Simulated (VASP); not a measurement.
## Lu: single point with PBEsol

Crystal: Lu.

```
CELL_PARAMETERS angstrom
3.08487 0.00000 0.00000
0.00000 3.08487 0.00000
0.00000 0.00000 3.08487
ATOMIC_POSITIONS crystal
Lu 0.00000 0.00000 0.00000
```

This isn't the form of Lu at room conditions, which is hcp.

| Item | Value |
| --- | --- |
| Program | VASP 6.6.1 |
| Task | single point |
| Functional | PBEsol |
| Potentials or basis | VASP PAW PBE potentials, release 64 (Lu) |
| Cutoff | 520 eV |
| k mesh | 11 × 11 × 11 |
| Occupations | fermi-dirac, width 0.1 eV |
| Spin | no spin polarisation |
| Dipole correction | no |
| Further INCAR settings | ALGO = Normal; EDIFF = 1e-06; NBANDS = 18 |

| Property | Result |
| --- | --- |
| Pressure | 1.6 GPa |
| Band gap on the k mesh | zero (an odd number of electrons rules out a gap without spin polarisation) |

Levels at points of the mesh, in eV from the Fermi level:
```csv
k point,band 8,band 9,band 10,band 11,band 12,band 13,band 14,band 15,band 16,band 17
"(0.00, 0.00, 0.00)",-5.20,-5.16,-5.16,-5.16,-5.12,-0.54,-0.54,6.73,6.73,6.73
```

Wall time 11 s on 1 thread of AMD EPYC 9R45 96-Core Processor (Zen 5), with other jobs on the host, peak memory 0.14 GiB.

Caveat: the PAW data sets were made with another functional, which shifts forces and pressure a little; spin-orbit coupling is left out, which moves the levels of the heavy elements.
